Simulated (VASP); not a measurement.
# TiO2 (Pbcn) in VASP: single point with PBEsol+U

Aim: the single point of TiO2 with PBEsol+U.

Program: VASP 6.6.1. These are calculated values, not measurements. Logs are shortened: lines on timing, memory, paths and dates and some standing lists are left out, and cuts for length are marked.

**1. The cell of the first run**

It takes space group Pbcn (No. 60, orthorhombic). Conventional cell: a = 4.579 Å, b = 5.573 Å, c = 4.924 Å, α = 90.00°, β = 90.00°, γ = 90.00°. Ti (site symmetry 2) has 6 O at 1.88 to 2.13 Å within 2.5 Å. Within 2.5 Å of O (site symmetry 1) lie 3 Ti at 1.88 to 2.13 Å.

**2. Single point, PBEsol+U**

INCAR

```
PREC = Accurate
ENCUT = 520
EDIFF = 1E-7
ISMEAR = 0
SIGMA = 0.02
LREAL = F
LASPH = T
NELM = 150
ALGO = Normal
ISIF = 2
LWAVE = F
LCHARG = F
LMAXMIX = 4
LDAU = T
LDAUTYPE = 2
LDAUL = 2 -1
LDAUU = 8 0
LDAUJ = 0 0
LDAUPRINT = 1
GGA = PS
NBANDS = 60
```

KPOINTS

```
Automatic mesh
0
Gamma
  6 4 6
```

POSCAR

```
TiO2
1.0
    4.5785777549      0.0000000000      0.0000000000
    0.0000000000      5.5732490131      0.0000000000
    0.0000000000      0.0000000000      4.9240090749
Ti O
4 8
Direct
    0.0000000000      0.1772768973      0.2500000000
    0.5000000000      0.3227231027      0.7500000000
    0.0000000000      0.8227231027      0.7500000000
    0.5000000000      0.6772768973      0.2500000000
    0.2711338476      0.3805140688      0.4190141064
    0.2288661524      0.1194859312      0.9190141064
    0.7711338476      0.1194859312      0.5809858936
    0.7288661524      0.3805140688      0.0809858936
    0.7288661524      0.6194859312      0.5809858936
    0.7711338476      0.8805140688      0.0809858936
    0.2288661524      0.8805140688      0.4190141064
    0.2711338476      0.6194859312      0.9190141064
```

Potentials or basis: VASP PAW PBE potentials, release 64 (Ti_sv, O).

On the command line:

```
cat potpaw_PBE.64/Ti_sv/POTCAR potpaw_PBE.64/O/POTCAR > POTCAR
mpirun -np 1 vasp_std > vasp.out
```

OUTCAR:

```text
PREC = Accurate
   ENCUT = 520
   EDIFF = 1E-7
   ISMEAR = 0
   LREAL = F
   LASPH = T
   NELM = 150
   ISIF = 2
   GGA = PS

 ion  position               nearest neighbor table
   1  0.000  0.177  0.250-   5 1.88   8 1.88   7 1.96   6 1.96  10 2.13  11 2.13
   2  0.500  0.323  0.750-   6 1.88   7 1.88   5 1.96   8 1.96   9 2.13  12 2.13
   3  0.000  0.823  0.750-   9 1.88  12 1.88  11 1.96  10 1.96   6 2.13   7 2.13
   4  0.500  0.677  0.250-  10 1.88  11 1.88   9 1.96  12 1.96   5 2.13   8 2.13
   5  0.271  0.381  0.419-   1 1.88   2 1.96   4 2.13
   6  0.229  0.119  0.919-   2 1.88   1 1.96   3 2.13
   7  0.771  0.119  0.581-   2 1.88   1 1.96   3 2.13
   8  0.729  0.381  0.081-   1 1.88   2 1.96   4 2.13
   9  0.729  0.619  0.581-   3 1.88   4 1.96   2 2.13
  10  0.771  0.881  0.081-   4 1.88   3 1.96   1 2.13
  11  0.229  0.881  0.419-   4 1.88   3 1.96   1 2.13
  12  0.271  0.619  0.919-   3 1.88   4 1.96   2 2.13

  LATTYP: Found a simple orthorhombic cell.
 ALAT       =     4.5785777549
 B/A-ratio  =     1.0754451139
 C/A-ratio  =     1.2172445924

  Lattice vectors:

 A1 = (  -4.5785777549,   0.0000000000,   0.0000000000)
 A2 = (   0.0000000000,   0.0000000000,   4.9240090749)
 A3 = (   0.0000000000,   5.5732490131,   0.0000000000)

Analysis of symmetry for initial positions (statically):
=====================================================================
 Subroutine PRICEL returns:
 Original cell was already a primitive cell.

 Routine SETGRP: Setting up the symmetry group for a
 simple orthorhombic supercell.

 Subroutine GETGRP returns: Found  8 space group operations
 (whereof  2 operations were pure point group operations)
 out of a pool of  8 trial point group operations.

The static configuration has the point symmetry S_2 .
 The point group associated with its full space group is D_2h.

Analysis of symmetry for dynamics (positions and initial velocities):
=====================================================================
 Subroutine PRICEL returns:
 Original cell was already a primitive cell.

 Routine SETGRP: Setting up the symmetry group for a
 simple orthorhombic supercell.

 Subroutine GETGRP returns: Found  8 space group operations
 (whereof  2 operations were pure point group operations)
 out of a pool of  8 trial point group operations.

The dynamic configuration has the point symmetry S_2 .
 The point group associated with its full space group is D_2h.

 Subroutine INISYM returns: Found  8 space group operations
 (whereof  2 operations are pure point group operations),
 and found     1 'primitive' translations

----------------------------------------------------------------------------------------

                                     Primitive cell

  volume of cell :     125.6487

  direct lattice vectors                    reciprocal lattice vectors
     4.578577755  0.000000000  0.000000000     0.218408435  0.000000000  0.000000000
     0.000000000  5.573249013  0.000000000     0.000000000  0.179428552  0.000000000
     0.000000000  0.000000000  4.924009075     0.000000000  0.000000000  0.203086547

  length of vectors
     4.578577755  5.573249013  4.924009075     0.218408435  0.179428552  0.203086547

  position of ions in fractional coordinates (direct lattice)
     0.000000000  0.177276897  0.250000000
     0.500000000  0.322723103  0.750000000
     0.000000000  0.822723103  0.750000000
     0.500000000  0.677276897  0.250000000
     0.271133848  0.380514069  0.419014106
     0.228866152  0.119485931  0.919014106
[... 81 lines left out ...]
   NGX,Y,Z   is equivalent  to a cutoff of  13.07, 12.53, 13.50 a.u.
   NGXF,Y,Z  is equivalent  to a cutoff of  26.14, 25.06, 27.01 a.u.
 SYSTEM =  unknown system
   PREC   = accura    normal or accurate (medium, high low for compatibility)
   ISTART =      0    job   : 0-new  1-cont  2-samecut
   ICHARG =      2    charge: 1-file 2-atom 10-const
   ISPIN  =      1    spin polarized calculation?
   LNONCOLLINEAR =      F non collinear calculations
   LSORBIT =      F    spin-orbit coupling
   LASPH  =      T    aspherical Exc in radial PAW
   ENCUT  =  520.0 eV  38.22 Ry    6.18 a.u.   8.51 10.36  9.16*2*pi/ulx,y,z
   NELM   =    150;   NELMIN=  2; NELMDL= -5     # of ELM steps
   EDIFF  = 0.1E-06   stopping-criterion for ELM
   LREAL  =      F    real-space projection
   EDIFFG = 0.1E-05   stopping-criterion for IOM
   NSW    =      0    number of steps for IOM
   IBRION =     -1    ionic relax: 0-MD 1-quasi-New 2-CG
   NFREE  =      0    steps in history (QN), initial steepest desc. (CG)
   ISIF   =      2    stress and relaxation
   ISYM   =      2    0-nonsym 1-usesym 2-fastsym
   POTIM  = 0.5000    time-step for ionic-motion
   TEBEG  =    0.0;   TEEND  =   0.0 temperature during run
   PSTRESS=    0.0 pullay stress
   NELECT =      96.0000    total number of electrons
   NUPDOWN=      -1.0000    fix difference up-down
   EMIN   =  10.00;   EMAX   =-10.00  energy-range for DOS
   EFERMI =   0.00;   METHOD = LEGACY
   ISMEAR =     0;   SIGMA  =   0.02  broadening in eV -4-tet -1-fermi 0-gaus
   EFERMI_NEDOS =   21; number of points for ismear=-14 and -15
   IALGO  =     38    algorithm
   IMIX   =      4    mixing-type and parameters
     AMIX     =   0.40;   BMIX     =  1.00
     AMIX_MAG =   1.60;   BMIX_MAG =  1.00
  volume/ion in A,a.u.               =      10.47        70.66
  Fermi-wavevector in a.u.,A,eV,Ry     =   1.496624  2.828209 30.475451  2.239882
  Thomas-Fermi vector in A             =   2.608616
   LORBIT       =      0    0 simple, 1 ext, 2 COOP (PROOUT), +10 PAW based schemes
 LDA+U is selected, type is set to LDAUTYPE =  2
   angular momentum for each species LDAUL =     2   -1
   U (eV)           for each species LDAUU =   8.0  0.0
   J (eV)           for each species LDAUJ =   0.0  0.0
   GGA     = PS    functional components
   LHFCALC =     F    Hartree Fock is set to
   AEXX    =    0.0000 exact exchange contribution
   IVDW    =     0    specifies the selected vdW correction
   LEPSILON=     F    determine dielectric tensor
   LRPA    =     F    only Hartree local field effects (RPA)
 non-spin polarized calculation
 Gauss-broadening in eV      SIGMA  =   0.02
  energy-cutoff  :      520.00
  volume of cell :      125.65
 maximum number of plane-waves:      3412
 NGX is ok and might be reduce to    36
   NGX = 17   NGY = 21   NGZ = 19

atom =   1  type =  1  l = 2

 onsite density matrix

spin component  1
[... 116 lines left out ...]
  o =  0.0768  v =  0.5661  0.8244  0.0000 -0.0000 -0.0000  0.0000  0.0000  0.0000  0.0000  0.0000      0.0000  0.0000  0.0000  0.0000  0.0000  0.0000  0.0000  0.0000  0.0000  0.0000
  o =  0.0768  v =  0.0000  0.0000  0.0000  0.0000  0.0000  0.5661  0.8244  0.0000 -0.0000 -0.0000      0.0000  0.0000  0.0000  0.0000  0.0000  0.0000  0.0000  0.0000  0.0000  0.0000
  o =  0.0810  v =  0.0000  0.0000 -0.8312  0.5346 -0.1527  0.0000  0.0000  0.0000  0.0000  0.0000      0.0000  0.0000  0.0000  0.0000  0.0000  0.0000  0.0000  0.0000  0.0000  0.0000
  o =  0.0810  v =  0.0000  0.0000  0.0000  0.0000  0.0000  0.0000  0.0000 -0.8312  0.5346 -0.1527      0.0000  0.0000  0.0000  0.0000  0.0000  0.0000  0.0000  0.0000  0.0000  0.0000
  o =  0.0977  v =  0.0000  0.0000 -0.2143 -0.0547  0.9752  0.0000  0.0000  0.0000  0.0000  0.0000      0.0000  0.0000  0.0000  0.0000  0.0000  0.0000  0.0000  0.0000  0.0000  0.0000
  o =  0.0977  v =  0.0000  0.0000  0.0000  0.0000  0.0000  0.0000  0.0000 -0.2143 -0.0547  0.9752      0.0000  0.0000  0.0000  0.0000  0.0000  0.0000  0.0000  0.0000  0.0000  0.0000
  o =  0.2343  v = -0.8244  0.5661  0.0000 -0.0000 -0.0000  0.0000  0.0000  0.0000  0.0000  0.0000      0.0000  0.0000  0.0000  0.0000  0.0000  0.0000  0.0000  0.0000  0.0000  0.0000
  o =  0.2343  v =  0.0000  0.0000  0.0000  0.0000  0.0000 -0.8244  0.5661  0.0000 -0.0000 -0.0000      0.0000  0.0000  0.0000  0.0000  0.0000  0.0000  0.0000  0.0000  0.0000  0.0000
  o =  0.2465  v =  0.0000  0.0000  0.5130  0.8433  0.1601  0.0000  0.0000  0.0000  0.0000  0.0000      0.0000  0.0000  0.0000  0.0000  0.0000  0.0000  0.0000  0.0000  0.0000  0.0000
  o =  0.2465  v =  0.0000  0.0000  0.0000  0.0000  0.0000  0.0000  0.0000  0.5130  0.8433  0.1601      0.0000  0.0000  0.0000  0.0000  0.0000  0.0000  0.0000  0.0000  0.0000  0.0000

 number of electron      95.9999990 magnetization

 Free energy of the ion-electron system (eV)
  ---------------------------------------------------
  ext. energy  EPLUGINS =         0.00000000
  ---------------------------------------------------
  free energy    TOTEN  =       -91.31006903 eV

  energy without entropy =      -91.31006903  energy(sigma->0) =      -91.31006903

 E-fermi :   5.0566     XC(G=0): -11.7294

 val. band max:        4.8453923575   @ k =   0.0000   0.0000   0.0000
 cond. band min:       8.4309001674   @ k =   0.0000   0.0000   0.5000
 fundamental gap:      3.5855078100
 Fermi energy:         5.0565598695

 k-point     1 :       0.0000    0.0000    0.0000
  band No.  band energies     occupation
      1     -53.4093      2.00000
      2     -53.3908      2.00000
      3     -53.3863      2.00000
      4     -53.3807      2.00000
      5     -29.8034      2.00000
      6     -29.7642      2.00000
[... 1501 lines left out ...]
     59       9.8144      0.00000
     60       9.8144      0.00000

 [... further k-points ...]

------------------------ aborting loop because EDIFF is reached ----------------------------------------

  FORCE on cell =-STRESS in cart. coord.  units (eV):
  Direction    XX          YY          ZZ          XY          YZ          ZX
  --------------------------------------------------------------------------------------
  -------------------------------------------------------------------------------------
  Total        8.7493773      4.7597777      8.5500553      0.0000000      0.0000000      0.0000000
  in kB      111.5654803     60.6931059    109.0238764      0.0000000      0.0000000      0.0000000
  external PRESSURE =      93.7608209 kB  Pullay stress =       0.0000000 kB

 VOLUME and BASIS-vectors are now :
 -----------------------------------------------------------------------------
  energy-cutoff  :      520.00
  volume of cell :      125.65
      direct lattice vectors                 reciprocal lattice vectors
     4.578577755  0.000000000  0.000000000     0.218408435  0.000000000  0.000000000
     0.000000000  5.573249013  0.000000000     0.000000000  0.179428552  0.000000000
     0.000000000  0.000000000  4.924009075     0.000000000  0.000000000  0.203086547

 POSITION                                       TOTAL-FORCE (eV/Angst)
 -----------------------------------------------------------------------------------
      0.00000      0.98801      1.23100         0.000000     -1.451648     -0.000000
      2.28929      1.79862      3.69301         0.000000      1.451648     -0.000000
      0.00000      4.58524      3.69301         0.000000      1.451648      0.000000
      2.28929      3.77463      1.23100         0.000000     -1.451648      0.000000
      1.24141      2.12070      2.06323         0.454398      0.838959      0.095002
      1.04788      0.66592      4.52523        -0.454398     -0.838959      0.095002
      3.53070      0.66592      2.86078         0.454398     -0.838959     -0.095002
      3.33717      2.12070      0.39878        -0.454398      0.838959     -0.095002
      3.33717      3.45255      2.86078        -0.454398     -0.838959     -0.095002
      3.53070      4.90732      0.39878         0.454398      0.838959     -0.095002
      1.04788      4.90732      2.06323        -0.454398      0.838959      0.095002
      1.24141      3.45255      4.52523         0.454398     -0.838959      0.095002
 -----------------------------------------------------------------------------------
    total drift:                               -0.000000     -0.000000     -0.000000

  FREE ENERGIE OF THE ION-ELECTRON SYSTEM (eV)
  ---------------------------------------------------
  free  energy   TOTEN  =       -91.3100690303 eV

  energy  without entropy=      -91.3100690303  energy(sigma->0) =      -91.31006903
```

Wall time 6.3 min (1 thread of Intel Xeon Platinum 8488C (Sapphire Rapids), shared host); peak memory 0.39 GiB.

What came out:

- Free energy: -91.3101 eV
- Pressure: 9.4 GPa
- Largest force: 1.452 eV/Å
- Band gap on the k mesh: 3.59 eV (least direct gap 3.68 eV)

Forces in eV/Å, atoms in the order of the input:
```
Ti   0.000 -1.452  0.000
Ti   0.000  1.452  0.000
Ti   0.000  1.452  0.000
Ti   0.000 -1.452  0.000
O    0.454  0.839  0.095
O   -0.454 -0.839  0.095
O    0.454 -0.839 -0.095
O   -0.454  0.839 -0.095
O   -0.454 -0.839 -0.095
O    0.454  0.839 -0.095
O   -0.454  0.839  0.095
O    0.454 -0.839  0.095
```

Stress tensor (GPa, compression positive):
```
11.16  0.00  0.00
 0.00  6.07  0.00
 0.00  0.00 10.90
```

Levels at points of the mesh, in eV from the valence-band top:
```
           k point  band 44  band 45  band 46  band 47  band 48  band 49  band 50  band 51  band 52  band 53
(0.00, 0.00, 0.00)    -0.60    -0.53    -0.31    -0.02     0.00     3.68     3.79     3.85     3.86     3.98
(0.50, 0.00, 0.00)    -1.24    -0.40    -0.40    -0.19    -0.19     4.13     4.13     4.34     4.34     4.52
(0.00, 0.50, 0.00)    -1.23    -1.21    -1.21    -0.09    -0.09     3.86     3.86     4.21     4.21     4.36
(0.50, 0.50, 0.00)    -1.19    -0.53    -0.53    -0.31    -0.31     3.97     3.97     4.11     4.11     4.21
(0.00, 0.00, 0.50)    -0.99    -0.31    -0.31    -0.30    -0.30     3.59     3.59     4.22     4.22     4.46
(0.50, 0.00, 0.50)    -1.20    -0.50    -0.50    -0.50    -0.50     3.97     3.97     3.97     3.97     4.51
(0.00, 0.50, 0.50)    -1.67    -0.40    -0.40    -0.40    -0.40     3.95     3.95     3.95     3.95     4.72
(0.50, 0.50, 0.50)    -1.25    -0.76    -0.76    -0.76    -0.76     3.96     3.96     3.96     3.96     4.39
```

Eigenvalues of the final occupation matrices:
| site | spin | trace | eigenvalues |
| --- | --- | --- | --- |
| site 1 d | 1 | 0.74 | 0.08 0.08 0.10 0.23 0.25 |
| site 1 d | 2 | 0.74 | 0.08 0.08 0.10 0.23 0.25 |
| site 2 d | 1 | 0.74 | 0.08 0.08 0.10 0.23 0.25 |
| site 2 d | 2 | 0.74 | 0.08 0.08 0.10 0.23 0.25 |
| site 3 d | 1 | 0.74 | 0.08 0.08 0.10 0.23 0.25 |
| site 3 d | 2 | 0.74 | 0.08 0.08 0.10 0.23 0.25 |
| site 4 d | 1 | 0.74 | 0.08 0.08 0.10 0.23 0.25 |
| site 4 d | 2 | 0.74 | 0.08 0.08 0.10 0.23 0.25 |

Caveat: the stress differs along the axes, from 6 to 11 GPa; the PAW data sets were made with another functional, which shifts forces and pressure a little.
